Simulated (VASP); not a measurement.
Input of a VASP 6.6.1 run:

File INCAR:

```
ALGO = Normal
EDIFF = 1E-8
ENCUT = 520
GGA = PE
ISIF = 2
ISMEAR = -1
LASPH = True
LCHARG = False
LEFG = True
LREAL = False
LWAVE = False
NBANDS = 12
NELM = 80
PREC = Accurate
SIGMA = 0.03
```

File KPOINTS:

```
k-points
0
Gamma
  15 15 15
```

POSCAR

```
Ag
1.0
    0.0000000000      2.0224612152      2.0224612152
    2.0224612152      0.0000000000      2.0224612152
    2.0224612152      2.0224612152      0.0000000000
Ag
1
Direct
    0.0000000000      0.0000000000      0.0000000000
```

Potentials or basis: VASP PAW PBE potentials, release 64 (Ag).

Launch:

```console
$ cat potpaw_PBE.64/Ag/POTCAR > POTCAR
$ mpirun -np 1 vasp_std > vasp.out
```

Q: What does it give for the pressure?

A: 8.2 GPa.

Caveat: without QUAD_EFG the Cq values of the log hold for a quadrupole moment of 1 mb, not for the nuclei.
